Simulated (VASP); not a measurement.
A run of VASP 6.6.1 is set up as follows.

INCAR

```
  PREC = Accurate
  ENCUT = 520
  EDIFF = 1E-6
  ISMEAR = 0
  SIGMA = 0.05
  LREAL = F
  LASPH = T
  NELM = 60
  ALGO = Normal
  ISIF = 2
  LWAVE = F
  LCHARG = F
  GGA = PE
  NBANDS = 46
```

File KPOINTS:

```
regular mesh
0
Gamma
  8 6 6
```

File POSCAR:

```
GaN
1.0
   -3.2185392732      0.0000000000      0.0000000000
    0.0000000000      0.0000000000     -5.2433778863
    0.0000000001     -5.5746735474      0.0000000000
Ga N
4 4
Direct
    0.5000000000      0.0048218064      0.1800678951
    0.0000000000     -0.0060989068      0.6532676578
    0.0000000000      0.4939010932      0.3467323422
    0.5000000000      0.5048218064      0.8199321049
    0.5000000000      0.6292430046      0.1689389244
    0.0000000000      0.6339824627      0.6644084769
    0.0000000000      0.1339824627      0.3355915231
    0.5000000000      0.1292430046      0.8310610756
```

Potentials or basis: VASP PAW PBE potentials, release 64 (Ga_d, N).

The run is started by

```sh
$ cat potpaw_PBE.64/Ga_d/POTCAR potpaw_PBE.64/N/POTCAR > POTCAR
$ mpirun -np 1 vasp_std > vasp.out
```

Estimate the band gap on the k mesh.

1.54 eV, direct.

What does it give for the pressure?

1.1 GPa.

Forces on the atoms (eV/Å):
```
Ga   0.000  1.571  0.233
Ga   0.000 -1.698 -1.309
Ga   0.000  1.698 -1.309
Ga   0.000 -1.571  0.233
N    0.000 -0.077  0.360
N    0.000 -0.146  0.715
N    0.000  0.146  0.715
N    0.000  0.077  0.360
```

Caveat: the cell differs from its parent crystal (mode 11 frozen in at -0.080 Å and mode 13 at -0.039 Å (largest displacements)); forces of over 1 eV/Å act on the atoms, so gaps and moduli don't describe the material at rest.
